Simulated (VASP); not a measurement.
A run of VASP 6.6.1:

INCAR

```
SYSTEM = Fe
ALGO = Normal ; EDIFF = 1E-7
ENCUT = 520 ; GGA = RE
ISIF = 2 ; ISMEAR = -1
ISPIN = 2 ; LASPH = .True.
LCHARG = .False. ; LMAXMIX = 4
LORBIT = 11 ; LREAL = .False.
LWAVE = .False. ; MAGMOM = 2.467
NBANDS = 14 ; NELM = 150
PREC = Accurate ; SIGMA = 0.05
```

File KPOINTS:

```
k-points
0
Gamma
  15 15 15
  0 0 0
```

Contents of POSCAR:

```
Fe
1.0
    2.4229334916      0.0000000000      0.0000000000
    0.0000000000      2.4229334916      0.0000000000
    0.0000000000      0.0000000000      2.4229334916
Fe
1
Direct
    0.0000000000      0.0000000000      0.0000000000
```

Potentials or basis: VASP PAW PBE potentials, release 64 (Fe).

Command:

```sh
$ cat potpaw_PBE.64/Fe/POTCAR > POTCAR
$ mpirun -np 1 vasp_std > vasp.out
```

Hardware: 1 thread of Intel(R) Xeon(R) Platinum 8259CL CPU @ 2.50GHz (Skylake/Cascade Lake), on a shared host.

Q: Estimate the wall time of this run.

A: Wall time 33 s on 1 thread of Intel(R) Xeon(R) Platinum 8259CL CPU @ 2.50GHz (Skylake/Cascade Lake), with other jobs on the host, peak memory 0.15 GiB. Counts: scf iterations 16, k points 120.
